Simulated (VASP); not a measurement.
Ru:

```
Ru
1.0
     2.70580    0.00000    0.00000
    -1.35290    2.34329    0.00000
     0.00000    0.00000    4.28190
Ru
2
Direct
  0.66667 0.33333 0.75000
  0.33333 0.66667 0.25000
```

```yaml
Program: VASP 6.6.1
Task: relaxation of cell and atoms
Functional: LDA
Potentials_or_basis: VASP PAW LDA potentials, release 64 (Ru_pv)
Cutoff: 600 eV
k_mesh: 11 × 11 × 6
Occupations: fermi-dirac, width 0.05 eV
Spin: no spin polarisation
```

At the start: pressure -11.4 GPa; volume 13.57 Å³/atom.

Q: Where does the relaxation end?

A: Over 8 steps the energy falls by 16.7 meV/atom and the volume is 13.12 Å³/atom (-3.3 %); space group P6_3/mmc (No. 194, to 0.05 Å).

The path:
| step | energy change (eV) | largest force (eV/Å) | pressure (GPa) | volume (Å³) |
| --- | --- | --- | --- | --- |
| 1 | 0.0000 | 0.0000 | -11.43 | 27.15 |
| 2 | 0.3695 | 0.0000 | 52.45 | 23.52 |
| 3 | -0.0332 | 0.0000 | -0.58 | 26.29 |
| 4 | -0.0333 | 0.0000 | -0.08 | 26.25 |
| 5 | -0.0333 | 0.0000 | 0.16 | 26.24 |
| 6 | -0.0333 | 0.0000 | -0.44 | 26.28 |
| 7 | -0.0333 | 0.0000 | -0.09 | 26.25 |
| 8 | -0.0333 | 0.0000 | 0.06 | 26.24 |

Final structure:
```
Ru
1.0
     2.67494    0.00000    0.00000
    -1.33747    2.31657    0.00000
     0.00000    0.00000    4.23467
Ru
2
Cartesian
  1.3375 0.7722 3.1760
  0.0000 1.5444 1.0587
```
